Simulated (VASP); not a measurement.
# Fe3Co2 (P-6m2) in VASP: single point with PBE

Aim: the single point of Fe3Co2 with PBE.

Everything below comes from runs of VASP 6.6.1. Logs are shortened: lines on timing, memory, paths and dates and some standing lists are left out, and cuts for length are marked.

**1. The cell of the first run**

The structure is hexagonal, space group P-6m2 (No. 187). Conventional cell: a = 2.507 Å, b = 2.507 Å, c = 21.265 Å, α = 90.00°, β = 90.00°, γ = 120.00°. Within 3.3 Å of Fe (site symmetry -6m2) lie 6 Fe at 2.51 Å and 6 Co at 2.56 Å. Within 3.3 Å of Fe (site symmetry 3m) lie 6 Fe at 2.51 Å and 6 Co at 2.56 Å. Within 3.3 Å of Fe (site symmetry 3m) lie 9 Fe at 2.51 to 2.62 Å and 3 Co at 2.57 Å. Fe (site symmetry -6m2) has 12 Fe at 2.51 to 2.62 Å within 3.3 Å. Within 3.3 Å of Co (site symmetry 3m) lie 6 Co at 2.51 Å and 6 Fe at 2.56 Å. Within 3.3 Å of Co (site symmetry 3m) lie 6 Co at 2.51 Å and 6 Fe at 2.56 to 2.57 Å.

**2. Single point, PBE, collinear spin, ferromagnetic start**

The input, INCAR:

```
PREC     = Accurate       # precision mode
ENCUT    = 690            # plane-wave cutoff, eV
EDIFF    = 1E-6           # SCF threshold, eV
ISMEAR   = 0              # smearing method
SIGMA    = 0.1            # smearing width, eV
LREAL    = F              # projectors in reciprocal space
LASPH    = T              # aspherical terms in the spheres
NELM     = 200            # most SCF steps
ALGO     = Normal         # electronic algorithm
ISIF     = 2              # what is computed and relaxed
LWAVE    = F              # write WAVECAR
LCHARG   = F              # write CHGCAR
ISPIN    = 2              # spin polarisation
MAGMOM   = 4 4 4 4 4 4 3 3 3 3 # initial moments
LORBIT   = 11             # projections on sites
LMAXMIX  = 4              # l up to which the mixer works
GGA      = PE             # functional
NBANDS   = 97             # bands
GGA_COMPAT= F
```

The input, KPOINTS:

```
Automatic mesh
0
Gamma
  6 6 1
```

The input, POSCAR:

```
Fe3Co2
1.0
    2.5072242500      0.0000000000      0.0000000000
   -1.2536121250      2.1713198935      0.0000000000
    0.0000000000      0.0000000000     21.2652025518
Fe Co
6 4
Direct
    0.3333333333      0.6666666667      0.0000000000
    0.3333333333      0.6666666667      0.1986389584
    0.3333333333      0.6666666667      0.3973553623
    0.3333333333      0.6666666667      0.6026446377
    0.3333333333      0.6666666667      0.8013610416
    0.6666666667      0.3333333333      0.5000000000
    0.6666666667      0.3333333333      0.0993419921
    0.6666666667      0.3333333333      0.2977749931
    0.6666666667      0.3333333333      0.7022250069
    0.6666666667      0.3333333333      0.9006580079
```

Potentials or basis: VASP PAW PBE potentials, release 64 (Fe_sv, Co_sv).

Launch:

```sh
$ cat potpaw_PBE.64/Fe_sv/POTCAR potpaw_PBE.64/Co_sv/POTCAR > POTCAR
$ mpirun -np 1 vasp_std > vasp.out
```

OUTCAR:

```text
PREC = Accurate
   ENCUT = 690
   EDIFF = 1E-6
   ISMEAR = 0
   LREAL = F
   LASPH = T
   NELM = 200
   ISIF = 2
   ISPIN = 2
   LORBIT = 11
   GGA = PE

 ion  position               nearest neighbor table
   1  0.333  0.667  0.000-
   2  0.333  0.667  0.199-
   3  0.333  0.667  0.397-
   4  0.333  0.667  0.603-
   5  0.333  0.667  0.801-
   6  0.667  0.333  0.500-
   7  0.667  0.333  0.099-
   8  0.667  0.333  0.298-
   9  0.667  0.333  0.702-
  10  0.667  0.333  0.901-

  LATTYP: Found a hexagonal cell.
 ALAT       =     2.5072242500
 C/A-ratio  =     8.4815718226

  Lattice vectors:

 A1 = (   2.5072242500,   0.0000000000,   0.0000000000)
 A2 = (  -1.2536121250,   2.1713198935,   0.0000000000)
 A3 = (   0.0000000000,   0.0000000000,  21.2652025518)

Analysis of symmetry for initial positions (statically):
=====================================================================
 Subroutine PRICEL returns:
 Original cell was already a primitive cell.

 Routine SETGRP: Setting up the symmetry group for a
 hexagonal supercell.

 Subroutine GETGRP returns: Found 12 space group operations
 (whereof 12 operations were pure point group operations)
 out of a pool of 24 trial point group operations.

The static configuration has the point symmetry D_3h.

Analysis of symmetry for dynamics (positions and initial velocities):
=====================================================================
 Subroutine PRICEL returns:
 Original cell was already a primitive cell.

 Routine SETGRP: Setting up the symmetry group for a
 hexagonal supercell.

 Subroutine GETGRP returns: Found 12 space group operations
 (whereof 12 operations were pure point group operations)
 out of a pool of 24 trial point group operations.

The dynamic configuration has the point symmetry D_3h.

Analysis of structural, dynamic, and magnetic symmetry:
=====================================================================
 Subroutine PRICEL returns:
 Original cell was already a primitive cell.

 Routine SETGRP: Setting up the symmetry group for a
 hexagonal supercell.

 Subroutine GETGRP returns: Found 12 space group operations
 (whereof 12 operations were pure point group operations)
 out of a pool of 24 trial point group operations.

The overall configuration has the point symmetry D_3h.

 Subroutine INISYM returns: Found 12 space group operations
 (whereof 12 operations are pure point group operations),
 and found     1 'primitive' translations

----------------------------------------------------------------------------------------

                                     Primitive cell

  volume of cell :     115.7675

  direct lattice vectors                    reciprocal lattice vectors
     2.507224250  0.000000000  0.000000000     0.398847451  0.230274683  0.000000000
    -1.253612125  2.171319894  0.000000000     0.000000000  0.460549366  0.000000000
     0.000000000  0.000000000 21.265202552     0.000000000  0.000000000  0.047025181

  length of vectors
     2.507224250  2.507224250 21.265202552     0.460549366  0.460549366  0.047025181

  position of ions in fractional coordinates (direct lattice)
     0.333333333  0.666666667  0.000000000
     0.333333333  0.666666667  0.198638958
     0.333333333  0.666666667  0.397355362
     0.333333333  0.666666667  0.602644638
     0.333333333  0.666666667  0.801361042
     0.666666667  0.333333333  0.500000000
     0.666666667  0.333333333  0.099341992
     0.666666667  0.333333333  0.297774993
     0.666666667  0.333333333  0.702225007
     0.666666667  0.333333333  0.900658008

  ion indices of the primitive-cell ions
   primitive index   ion index
                 1           1
                 2           2
                 3           3
                 4           4
                 5           5
                 6           6
                 7           7
[... 42 lines left out ...]
   dimension x,y,z NGX =    24 NGY =   24 NGZ =  192
   dimension x,y,z NGXF=    48 NGYF=   48 NGZF=  384
   ions per type =               6   4
   NGX,Y,Z   is equivalent  to a cutoff of  15.91, 15.91, 15.01 a.u.
   NGXF,Y,Z  is equivalent  to a cutoff of  31.83, 31.83, 30.02 a.u.
 SYSTEM =  unknown system
   PREC   = accura    normal or accurate (medium, high low for compatibility)
   ISTART =      0    job   : 0-new  1-cont  2-samecut
   ICHARG =      2    charge: 1-file 2-atom 10-const
   ISPIN  =      2    spin polarized calculation?
   LNONCOLLINEAR =      F non collinear calculations
   LSORBIT =      F    spin-orbit coupling
   LASPH  =      T    aspherical Exc in radial PAW
   ENCUT  =  690.0 eV  50.71 Ry    7.12 a.u.   5.37  5.37 45.55*2*pi/ulx,y,z
   NELM   =    200;   NELMIN=  2; NELMDL= -5     # of ELM steps
   EDIFF  = 0.1E-05   stopping-criterion for ELM
   LREAL  =      F    real-space projection
   EDIFFG = 0.1E-04   stopping-criterion for IOM
   NSW    =      0    number of steps for IOM
   IBRION =     -1    ionic relax: 0-MD 1-quasi-New 2-CG
   NFREE  =      0    steps in history (QN), initial steepest desc. (CG)
   ISIF   =      2    stress and relaxation
   ISYM   =      2    0-nonsym 1-usesym 2-fastsym
   POTIM  = 0.5000    time-step for ionic-motion
   TEBEG  =    0.0;   TEEND  =   0.0 temperature during run
   PSTRESS=    0.0 pullay stress
   NELECT =     164.0000    total number of electrons
   NUPDOWN=      -1.0000    fix difference up-down
   EMIN   =  10.00;   EMAX   =-10.00  energy-range for DOS
   EFERMI =   0.00;   METHOD = LEGACY
   ISMEAR =     0;   SIGMA  =   0.10  broadening in eV -4-tet -1-fermi 0-gaus
   EFERMI_NEDOS =   21; number of points for ismear=-14 and -15
   IALGO  =     38    algorithm
   IMIX   =      4    mixing-type and parameters
     AMIX     =   0.40;   BMIX     =  1.00
     AMIX_MAG =   1.60;   BMIX_MAG =  1.00
  volume/ion in A,a.u.               =      11.58        78.12
  Fermi-wavevector in a.u.,A,eV,Ry     =   1.838628  3.474504 45.995230  3.380554
  Thomas-Fermi vector in A             =   2.891351
   LORBIT       =     11    0 simple, 1 ext, 2 COOP (PROOUT), +10 PAW based schemes
   GGA     = PE    functional components
   LHFCALC =     F    Hartree Fock is set to
   AEXX    =    0.0000 exact exchange contribution
   IVDW    =     0    specifies the selected vdW correction
   LEPSILON=     F    determine dielectric tensor
   LRPA    =     F    only Hartree local field effects (RPA)
 spin polarized calculation
 Gauss-broadening in eV      SIGMA  =   0.10
  energy-cutoff  :      690.00
  volume of cell :      115.77
 maximum number of plane-waves:      4831
 NGX is ok and might be reduce to    24
   NGX = 11   NGY = 11   NGZ = 91

 number of electron     163.9999953 magnetization      22.0268800

 Free energy of the ion-electron system (eV)
  ---------------------------------------------------
  ext. energy  EPLUGINS =         0.00000000
  ---------------------------------------------------
  free energy    TOTEN  =       -77.50728164 eV

  energy without entropy =      -77.45411441  energy(sigma->0) =      -77.48069803

 E-fermi :  11.5820     XC(G=0): -13.5491

 val. band max:       11.5783571819   @ k =   0.1667   0.0000   0.0000
 cond. band min:      11.5855811554   @ k =   0.3333  -0.0000   0.0000
 fundamental gap:      0.0072239735
 Fermi energy:        11.5819749754

 spin component 1

 k-point     1 :       0.0000    0.0000    0.0000
  band No.  band energies     occupation
      1     -84.4645      1.00000
      2     -84.4644      1.00000
      3     -84.4220      1.00000
      4     -84.4220      1.00000
      5     -76.6235      1.00000
      6     -76.6148      1.00000
[... 668 lines left out ...]
     93      16.8291      0.00000
     94      17.0457      0.00000
 Fermi energy:        11.5819749754

 spin component 2

 k-point     1 :       0.0000    0.0000    0.0000
  band No.  band energies     occupation
      1     -82.2945      1.00000
      2     -82.2945      1.00000
      3     -82.2777      1.00000
      4     -82.2777      1.00000
      5     -73.6197      1.00000
      6     -73.6197      1.00000
[... 668 lines left out ...]
     93      17.8940      0.00000
     94      17.9529      0.00000
 [bands above 94 left out]

------------------------ aborting loop because EDIFF is reached ----------------------------------------

  FORCE on cell =-STRESS in cart. coord.  units (eV):
  Direction    XX          YY          ZZ          XY          YZ          ZX
  --------------------------------------------------------------------------------------
  -------------------------------------------------------------------------------------
  Total       -1.1581052     -1.1581052     -1.2229097      0.0000000      0.0000000     -0.0000000
  in kB      -16.0277326    -16.0277326    -16.9246018      0.0000000      0.0000000     -0.0000000
  external PRESSURE =     -16.3266890 kB  Pullay stress =       0.0000000 kB

 VOLUME and BASIS-vectors are now :
 -----------------------------------------------------------------------------
  energy-cutoff  :      690.00
  volume of cell :      115.77
      direct lattice vectors                 reciprocal lattice vectors
     2.507224250  0.000000000  0.000000000     0.398847451  0.230274683  0.000000000
    -1.253612125  2.171319894  0.000000000     0.000000000  0.460549366  0.000000000
     0.000000000  0.000000000 21.265202552     0.000000000  0.000000000  0.047025181

 POSITION                                       TOTAL-FORCE (eV/Angst)
 -----------------------------------------------------------------------------------
     -0.00000      1.44755      0.00000        -0.000000     -0.000000     -0.000000
     -0.00000      1.44755      4.22410         0.000000      0.000000      0.011347
     -0.00000      1.44755      8.44984         0.000000      0.000000      0.006193
     -0.00000      1.44755     12.81536         0.000000      0.000000     -0.006193
     -0.00000      1.44755     17.04110         0.000000      0.000000     -0.011347
      1.25361      0.72377     10.63260        -0.000000     -0.000000     -0.000000
      1.25361      0.72377      2.11253         0.000000     -0.000000      0.003474
      1.25361      0.72377      6.33225         0.000000      0.000000      0.009304
      1.25361      0.72377     14.93296        -0.000000      0.000000     -0.009304
      1.25361      0.72377     19.15267         0.000000      0.000000     -0.003474
 -----------------------------------------------------------------------------------
    total drift:                                0.000000     -0.000000      0.000000

  FREE ENERGIE OF THE ION-ELECTRON SYSTEM (eV)
  ---------------------------------------------------
  free  energy   TOTEN  =       -77.5072816441 eV

  energy  without entropy=      -77.4541144085  energy(sigma->0) =      -77.48069803

 total charge

# of ion       s       p       d       tot
------------------------------------------
    1        2.185   6.029   5.530  13.744
    2        2.185   6.029   5.530  13.744
    3        2.184   6.029   5.525  13.738
    4        2.184   6.029   5.525  13.738
    5        2.185   6.029   5.530  13.744
    6        2.184   6.029   5.521  13.734
    7        2.241   6.112   6.680  15.032
    8        2.240   6.111   6.683  15.034
    9        2.240   6.111   6.683  15.034
   10        2.241   6.112   6.680  15.032
--------------------------------------------------
tot         22.068  60.620  59.886 142.574

 magnetization (x)

# of ion       s       p       d       tot
------------------------------------------
    1        0.000  -0.002   2.508   2.507
    2        0.000  -0.002   2.491   2.489
    3       -0.001  -0.003   2.520   2.516
    4       -0.001  -0.003   2.520   2.516
    5        0.000  -0.002   2.491   2.489
    6       -0.002  -0.005   2.530   2.523
    7       -0.008  -0.015   1.789   1.767
    8       -0.008  -0.014   1.768   1.746
    9       -0.008  -0.014   1.768   1.746
   10       -0.008  -0.015   1.789   1.767
--------------------------------------------------
tot         -0.033  -0.074  22.174  22.067
```

It took 19 min on 1 thread of Intel Xeon Platinum 8375C at 2.90GHz (Ice Lake), shared host; peak memory 0.48 GiB.

Results:

* Free energy: -77.5073 eV
* Pressure: -1.6 GPa
* Largest force: 0.011 eV/Å
* Net moment: 22.03 μB per cell
* Site moments: Fe +2.51, +2.49, +2.52 (each value once); Co +1.77, +1.75 (each value once) μB
* Valence electrons inside the program's atomic spheres: Fe 13.74, 13.73 (each value once); Co 15.03

Forces on the atoms (eV/Å):
```
Fe   0.000  0.000  0.000
Fe   0.000  0.000  0.011
Fe   0.000  0.000  0.006
Fe   0.000  0.000 -0.006
Fe   0.000  0.000 -0.011
Fe   0.000  0.000  0.000
Co   0.000  0.000  0.003
Co   0.000  0.000  0.009
Co   0.000  0.000 -0.009
Co   0.000  0.000 -0.003
```

Stress tensor (GPa, compression positive):
```
-1.60  0.00  0.00
 0.00 -1.60  0.00
 0.00  0.00 -1.69
```

Levels at points of the mesh, in eV from the Fermi level:
Spin up:
```
           k point  band 92  band 93  band 94  band 95  band 96  band 97
(0.00, 0.00, 0.00)    -0.86    -0.86    -0.76    -0.75    -0.75    -0.60
(0.50, 0.00, 0.00)     1.03     1.13     1.18     1.47     2.20     2.23
```
Spin down:
| k point | band 69 | band 70 | band 71 | band 72 | band 73 | band 74 |
| --- | --- | --- | --- | --- | --- | --- |
| (0.00, 0.00, 0.00) | -0.12 | -0.12 | -0.06 | -0.06 | 0.02 | 0.02 |
| (0.50, 0.00, 0.00) | 0.08 | 0.29 | 0.35 | 0.37 | 0.73 | 1.17 |

Caveat: the k points lie up to 0.48 Å⁻¹ apart; the highest band is partly filled, so the run has too few bands.
